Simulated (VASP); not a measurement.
Runs of VASP 6.6.1 on Cu. The structure is that of space group Im-3m (No. 229), or close to it. The cells are those of the table. 

```tsv
cell	gap on the mesh (eV)	pressure (GPa)
a = 2.357 Å, angles 108.8, 108.8, 110.8°, 1 atom	none	38.2
a = 2.408 Å, angles 107.8, 107.8, 112.9°, 1 atom	none	21.5
a = 2.357 Å, angles 109.9, 109.9, 108.6°, 1 atom	none	38.2
a = 2.359 Å, angles 107.8, 107.8, 112.9°, 1 atom	none	(a)
a = 2.625 Å, angles 109.9, 109.9, 108.6°, 1 atom	none	-13.5
```

Alike in all rows: task single point; level PBE; potentials or basis VASP PAW PBE potentials, release 64 (Cu); no spin polarisation; k mesh 24 × 24 × 24; cutoff (eV) 520; smearing gaussian 0.15 eV.

Q: Fill in the values left out.

A: (a) 38.3.

Caveats: the cell stands under pressure (at least some runs); the cell stands under tension (at least some runs).

A gap of «none» marks levels without a gap at the run's occupations.
